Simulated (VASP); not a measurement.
Here is a VASP 6.6.1 calculation.

File INCAR:

```
SYSTEM = Pb3O
PREC = Accurate ; ENCUT = 600
EDIFF = 1E-6 ; ISMEAR = 0
SIGMA = 0.1 ; LREAL = .False.
LASPH = .True. ; NELM = 120
ALGO = Normal ; ISIF = 2
LWAVE = .False. ; LCHARG = .False.
GGA = PE ; NBANDS = 32
GGA_COMPAT = .False.
```

File KPOINTS:

```
regular mesh
0
Gamma
  4 4 4
  0 0 0
```

The input POSCAR:

```
Pb3O
1.0
    0.0000000000      3.6881766700      3.6881766700
    3.6881766700      0.0000000000      3.6881766700
    3.6881766700      3.6881766700      0.0000000000
Pb O
3 1
Direct
    0.5000000000      0.5000000000      0.5000000000
    0.2500000000      0.2500000000      0.2500000000
    0.7500000000      0.7500000000      0.7500000000
    0.0000000000      0.0000000000      0.0000000000
```

Potentials or basis: VASP PAW PBE potentials, release 64 (Pb_d, O).

Command:

```sh
$ cat potpaw_PBE.64/Pb_d/POTCAR potpaw_PBE.64/O/POTCAR > POTCAR
$ mpirun -np 1 vasp_std > vasp.out
```

Task: What does it give for the pressure?

Result: -1.1 GPa.

Task: What does it give for the band gap on the k mesh?

Result: Zero (bands 24 and 25 overlap by 0.78 eV).

Caveat: the k points lie up to 0.37 Å⁻¹ apart, too coarse for converged energies and pressures of a metal; semilocal functionals underestimate gaps, so a narrow gap can read as zero; spin-orbit coupling is left out, which moves the levels of the heavy elements.
